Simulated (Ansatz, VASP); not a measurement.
# SiC in VASP and in Ansatz

Contents of INCAR:

```
PREC = Accurate
ENCUT = 520
EDIFF = 1E-6
ISMEAR = 0
SIGMA = 0.05
LREAL = F
LASPH = T
NELM = 60
ALGO = Normal
ISIF = 2
LWAVE = F
LCHARG = F
GGA = CA
NBANDS = 16
```

KPOINTS

```
regular mesh
0
Gamma
  12 12 6
```

Contents of POSCAR:

```
SiC
1.0
    3.1125233865      0.0000000000      0.0000000000
   -1.5562616933      2.6955243226      0.0000000000
    0.0000000000      0.0000000000      4.8362388379
Si C
2 2
Direct
    0.3333333333      0.6666666667      0.0046041256
    0.6666666667      0.3333333333      0.5046041256
    0.3333333333      0.6666666667      0.3504926021
    0.6666666667      0.3333333333      0.8504926021
```

Input for Ansatz:

```yaml
crystal:
  lattice:
    - [3.1125233865, 0.0, 0.0]
    - [-1.5562616933, 2.6955243226, 0.0]
    - [0.0, 0.0, 4.8362388379]
  atoms:
    - { symbol: Si, position: [0.3333333333, 0.6666666667, 0.0046041256] }
    - { symbol: Si, position: [0.6666666667, 0.3333333333, 0.5046041256] }
    - { symbol: C, position: [0.3333333333, 0.6666666667, 0.3504926021] }
    - { symbol: C, position: [0.6666666667, 0.3333333333, 0.8504926021] }
basis:
  ecutwfc: 520.0
kpoints:
  mp_grid: { grid: [12, 12, 6] }
hamiltonian:
  xc: lda
  pseudopotentials: { kind: paw, azcp: { folder: soft_1 } }
scf:
  occupations: { method: gaussian, width: 0.05 }
output:
  forces: true
  stress: true
  eigenvalues: true
  write_density: true
  write_potential: true
  elf: true
  volumetric_format: npy
```

Alike in both runs: task single point; functional LDA; k mesh 12 × 12 × 6; occupations gaussian, width 0.05 eV; no spin polarisation.

|  | VASP | Ansatz |
| --- | --- | --- |
| version | VASP 6.6.1 | Ansatz 0.2.0 |
| potentials or method | VASP PAW LDA potentials, release 64 (Si, C), cutoff 520 eV | scalar-relativistic, plane waves, PAW |
| valence electrons in the cell | 16 | 16 |

|  | VASP | Ansatz | Ansatz less VASP |
| --- | --- | --- | --- |
| gap on the k mesh at the Fermi level (eV) | 1.46 | 1.47 | +0.010 |
| least direct gap on the mesh (eV) | 3.16 | 3.17 | +0.012 |
| pressure (GPa) | 8.8 | 8.5 | -0.35 |
| traceless stress, the component that is largest in VASP (GPa) | 46.85 | 46.76 | -0.095 |
| rms of the force components (eV/Å) | 3.042 | 3.044 | +0.0027 |

Ansatz warns that its potentials were made for another functional, while VASP's fit it. LDA's correlation is that of Perdew and Zunger in VASP and of Perdew and Wang (1992) in Ansatz. Atom by atom the forces differ by 0.003 eV/Å (rms over components).
